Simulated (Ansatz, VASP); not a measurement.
## One calculation of SrO, two programs

File INCAR:

```
SYSTEM = SrO
ALGO = Normal
EDIFF = 1E-6
ENCUT = 520
GGA = PE
ISIF = 2
ISMEAR = 0
LASPH = .True.
LCHARG = .True.
LELF = .True.
LREAL = .False.
LVHAR = .True.
LWAVE = .False.
NBANDS = 15
NELM = 60
PREC = Accurate
SIGMA = 0.05
```

KPOINTS

```
k-points
0
Gamma
  8 8 8
  0 0 0
```

File POSCAR:

```
SrO
1.0
    0.0064245000      2.5698000000      2.5698000000
    2.5698000000      0.0064245000      2.5698000000
    2.5762245000      2.5762245000      0.0000000000
Sr O
1 1
Direct
    0.0000000000      0.0000000000      0.0000000000
    0.5000000000      0.5000000000      0.5000000000
```

Input for Ansatz:

```yaml
crystal:
  lattice:
    - [0.0064245, 2.5698, 2.5698]
    - [2.5698, 0.0064245, 2.5698]
    - [2.5762245, 2.5762245, 0.0]
  atoms:
    - { symbol: Sr, position: [0.0, 0.0, 0.0] }
    - { symbol: O, position: [0.5, 0.5, 0.5] }
basis:
  ecutwfc: 420
kpoints:
  mp_grid: { grid: [8, 8, 8] }
hamiltonian:
  xc: pbe
scf:
  occupations: { method: gaussian, width: 0.05 }
output:
  forces: true
  stress: true
  eigenvalues: true
```

Change from the starting cell: strain +0.0050 x Voigt [0, 0, 0, 0, 0, 1], atoms carried along.

Alike in both runs: task single point; functional PBE; k mesh 8 × 8 × 8; occupations gaussian, width 0.05 eV; no spin polarisation.

|  | VASP | Ansatz |
| --- | --- | --- |
| version | VASP 6.6.1 | Ansatz 0.2.0 |
| potentials or method | VASP PAW PBE potentials, release 64 (Sr_sv, O), cutoff 520 eV | scalar-relativistic, plane waves, PAW |
| valence electrons in the cell | 16 | 16 |

|  | VASP | Ansatz | Ansatz less VASP |
| --- | --- | --- | --- |
| gap on the k mesh at the Fermi level (eV) | 3.26 | 3.31 | +0.049 |
| least direct gap on the mesh (eV) | 3.34 | 3.38 | +0.038 |
| pressure (GPa) | 3.5 | 2.9 | -0.59 |
| traceless stress, the component that is largest in VASP (GPa) | -0.27 | -0.27 | 0.000 |

The functional is the same, so the differences come from potentials, cutoffs and numerics.
